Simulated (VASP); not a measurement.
Crystal: Sn3Se.

```
CELL_PARAMETERS angstrom
0.00000 3.70808 3.70808
3.70808 0.00000 3.70808
3.70808 3.70808 0.00000
ATOMIC_POSITIONS crystal
Sn 0.50000 0.50000 0.50000
Sn 0.75000 0.75000 0.75000
Sn 0.25000 0.25000 0.25000
Se 0.00000 0.00000 0.00000
```

Base run:

- Program: VASP 6.6.1
- Functional: PBE
- Potentials or basis: VASP PAW PBE potentials, release 64 (Sn_d, Se)
- Cutoff: 520 eV
- k mesh: 6 × 6 × 6
- Occupations: fermi-dirac, width 0.05 eV
- Spin: no spin polarisation

Its results: band gap on the k mesh zero (band 24 reaches 8.10 eV, above the bottom of band 25 at 6.11 eV); pressure 0.8 GPa.

After a change of settings the same cell gave: band gap on the k mesh zero (band 24 reaches 7.89 eV, above the bottom of band 25 at 5.90 eV); pressure -3.6 GPa. Which change was it?
A. further incar settings from ALGO = Normal; EDIFF = 1e-07; NBANDS = 32 to ALGO = Normal; EDIFF = 1e-06; NBANDS = 32
B. functional from PBE to LDA; potentials or basis from VASP PAW PBE potentials, release 64 (Sn_d, Se) to VASP PAW LDA potentials, release 64 (Sn_d, Se)
C. functional from PBE to r2SCAN; further incar settings from ALGO = Normal; EDIFF = 1e-07; NBANDS = 32 to ALGO = Normal; EDIFF = 1e-06; NBANDS = 32

B.

Caveats: spin-orbit coupling is left out, which moves the levels of the heavy elements.
